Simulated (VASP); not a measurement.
# TaN: single point with PBEsol

Crystal: TaN.

```
Ta N
1.0
     2.91331    0.00000    0.00000
    -1.45665    2.52300    0.00000
     0.00000    0.00000    2.85877
Ta N
1 1
Direct
  0.33333 0.66667 0.50000
  0.00000 0.00000 0.00000
```

```yaml
Program: VASP 6.6.1
Task: single point
Functional: PBEsol
Potentials_or_basis: VASP PAW PBE potentials, release 64 (Ta_pv, N)
Cutoff: 520 eV
k_mesh: 11 × 11 × 10
Occupations: fermi-dirac, width 0.1 eV
Spin: no spin polarisation
```

The pressure is 5.2 GPa. The band gap on the k mesh is zero (band 8 reaches 8.76 eV, above the bottom of band 9 at 8.25 eV).

Stress tensor (GPa, compression positive):
```
4.92 0.00 0.00
0.00 4.92 0.00
0.00 0.00 5.76
```

Levels at points of the mesh, in eV from the Fermi level:
| k point | band 6 | band 7 | band 8 | band 9 | band 10 | band 11 |
| --- | --- | --- | --- | --- | --- | --- |
| (0.00, 0.00, 0.00) | -4.68 | -4.35 | -2.95 | 2.40 | 3.71 | 3.71 |
| (0.00, 0.00, 0.50) | -3.84 | -3.84 | -0.12 | -0.12 | 2.51 | 3.37 |

Wall time 68 s on 1 thread of AMD EPYC 7R13, on a shared host, peak memory 0.13 GiB.

Caveat: the PAW data sets were made with another functional, which shifts forces and pressure a little; spin-orbit coupling is left out, which moves the levels of the heavy elements.
